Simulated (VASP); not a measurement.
ZnO: single point with PBEsol

The system is ZnO.

```xyz
4
Lattice="3.2305 0.0000 0.0000 -1.6152 2.7977 0.0000 0.0000 0.0000 4.9012" Properties=species:S:1:pos:R:3 pbc="T T T"
Zn    1.6152    0.9326    2.4062
Zn    0.0000    1.8651   -0.0444
O     1.6152    0.9326    4.3590
O     0.0000    1.8651    1.9084
```

This cell differs from its parent crystal: strain along c alone, the other axes held: -6.0 %, then relaxed in part.

```
Program                : VASP 6.6.1
Task                   : single point
Functional             : PBEsol
Potentials or basis    : VASP PAW PBE potentials, release 64 (Zn, O_h)
Cutoff                 : 910 eV
k mesh                 : 12 × 12 × 6
Occupations            : gaussian, width 0.02 eV
Spin                   : no spin polarisation
Dipole correction      : no
Second run             : hard_potentials
Further INCAR settings : ALGO = Normal; EDIFF = 1e-06; NBANDS = 26
```

```
Pressure               : 10.6 GPa
Largest force          : 0.008 eV/Å
Band gap on the k mesh : 0.85 eV, direct
```

Forces in eV/Å, atoms in the order of the input:
```
Zn   0.000  0.000 -0.008
Zn   0.000  0.000 -0.008
O    0.000  0.000  0.008
O    0.000  0.000  0.008
```

Stress tensor (GPa, compression positive):
```
 9.15  0.00  0.00
 0.00  9.15  0.00
 0.00  0.00 13.47
```

Levels at points of the mesh, in eV from the valence-band top:
| k point | band 16 | band 17 | band 18 | band 19 | band 20 | band 21 |
| --- | --- | --- | --- | --- | --- | --- |
| (0.00, 0.00, 0.00) | -0.20 | 0.00 | 0.00 | 0.85 | 5.14 | 8.85 |
| (0.50, 0.00, 0.00) | -2.64 | -1.29 | -1.09 | 5.98 | 6.70 | 8.02 |
| (0.00, 0.00, 0.50) | -0.42 | -0.42 | -0.42 | 3.65 | 3.65 | 10.58 |
| (0.50, 0.00, 0.50) | -1.80 | -1.22 | -1.22 | 5.79 | 5.79 | 8.75 |

Wall time 60 s on 1 thread of Intel(R) Xeon(R) 6975P-C (Granite Rapids) (shared host), peak memory 0.32 GiB.

Caveat: the cell differs from its parent crystal (strain along c alone, the other axes held: -6.0 %, then relaxed in part); the cutoff is under 1.25 times the usual one of these potentials, so pressure, stress and relaxed cells hold a basis-set (Pulay) error; the PAW data sets were made with another functional, which shifts forces and pressure a little.
